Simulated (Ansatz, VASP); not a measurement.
## Two plane-wave programs on Pt

```
CELL_PARAMETERS angstrom
2.62460 0.00000 0.00000
0.00000 2.62460 0.00000
0.00000 0.00000 2.62460
ATOMIC_POSITIONS crystal
Pt 0.00000 0.00000 0.00000
```

Alike in both runs: task single point; functional PBE; k mesh 20 × 20 × 20; occupations fermi-dirac, width 0.05 eV; collinear spin.

```csv
,VASP,Ansatz
version,VASP 6.6.1,Ansatz 0.2.0
potentials or method,"VASP PAW PBE potentials, release 64 (Pt), cutoff 520 eV","plane waves (420 eV) with PAW, scalar-relativistic"
valence electrons in the cell,10,18
```

|  | VASP | Ansatz | Ansatz less VASP |
| --- | --- | --- | --- |
| net moment per atom (μB) | 0.00 | 0.00 | 0.000 |

With one functional, cell and mesh, what is left measures potentials, basis and numerics. VASP's potentials hold 10 valence electrons a cell and Ansatz's 18, so a difference there can come from the potentials and not from the codes. Ansatz's warnings: seeded moment not kept.

Spin-orbit coupling is off throughout.
